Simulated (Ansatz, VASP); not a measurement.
## CoO: VASP beside Ansatz

```
Co O
1.0
     0.00000    2.12437    2.12437
     2.12437    0.00000    2.12437
     2.12437    2.12437    0.00000
Co O
1 1
Cartesian
  0.0000 0.0000 0.0000
  2.1244 2.1244 2.1244
```

Change from the starting cell: volume scaled by 0.99.

Alike in both runs: task single point; functional PBEsol; k mesh 16 × 16 × 16; occupations fermi-dirac, width 0.05 eV; collinear spin.

|  | VASP | Ansatz |
| --- | --- | --- |
| version | VASP 6.6.1 | Ansatz 0.2.0 |
| potentials or method | VASP PAW PBE potentials, release 64 (Co, O), cutoff 600 eV | all-electron LAPW, scalar-relativistic |

Ansatz gave:

```
pressure (GPa)                                                : -9.2
net moment per atom (μB)                                      : 1.47
size of the moment on the site where the two differ most (μB) : 2.59
```

Problem. What did VASP give for the same quantities?

Solution. Pressure (GPa): -10.2; net moment per atom (μB): 1.46; size of the moment on the site where the two differ most (μB): 2.56.

VASP's potentials were made for PBE, not for PBEsol. Site moments also hang on the region over which each program counts them. Ansatz ran all-electron here, and VASP with PAW potentials.
